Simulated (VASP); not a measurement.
Bi2S: single point with PBE

Crystal: Bi2S.

```
Bi S
1.0
     6.68352    0.00000    0.00000
    -3.34176    5.78810    0.00000
     0.00000    0.00000    5.45025
Bi S
4 2
Direct
  0.50000 0.00000 0.00000
  0.00000 0.50000 0.00000
  0.50000 0.50000 0.00000
  0.00000 0.00000 0.00000
  0.33333 0.66667 0.56441
  0.66667 0.33333 0.43559
```

The cell was built from a structure type or drawn by symmetry, and may not be a known phase.

```
Program                : VASP 6.6.1
Task                   : single point
Functional             : PBE
Potentials or basis    : VASP PAW PBE potentials, release 64 (Bi_d, S)
Cutoff                 : 520 eV
k mesh                 : 3 × 3 × 4
Occupations            : gaussian, width 0.1 eV
Spin                   : no spin polarisation
Dipole correction      : no
Further INCAR settings : ALGO = Normal; EDIFF = 1e-07; NBANDS = 45
```

* Pressure: -2.2 GPa
* Largest force: 1.044 eV/Å
* Band gap on the k mesh: zero (bands 36 and 37 overlap by 0.53 eV)

Forces on the atoms (eV/Å):
```
Bi   0.000  0.000  0.000
Bi   0.000  0.000  0.000
Bi   0.000  0.000  0.000
Bi   0.000  0.000  0.000
S    0.000  0.000  1.044
S    0.000  0.000 -1.044
```

Stress tensor (GPa, compression positive):
```
 1.04  0.00  0.00
 0.00  1.04  0.00
 0.00  0.00 -8.66
```

Levels at points of the mesh, in eV from the Fermi level:
| k point | band 34 | band 35 | band 36 | band 37 | band 38 | band 39 |
| --- | --- | --- | --- | --- | --- | --- |
| (0.00, 0.00, 0.00) | -1.11 | -1.11 | 0.18 | 1.03 | 1.03 | 2.65 |
| (0.00, 0.00, 0.50) | -0.76 | -0.76 | 0.17 | 1.52 | 2.39 | 2.39 |

Wall time 62 s on 1 thread of Intel(R) Xeon(R) 6975P-C (Granite Rapids), with other jobs on the host, peak memory 0.33 GiB.

Caveat: the k points lie up to 0.36 Å⁻¹ apart, too coarse for converged energies and pressures of a metal; spin-orbit coupling is left out, which moves the levels of the heavy elements; forces of over 1 eV/Å act on the atoms, so gaps and moduli don't describe the material at rest.
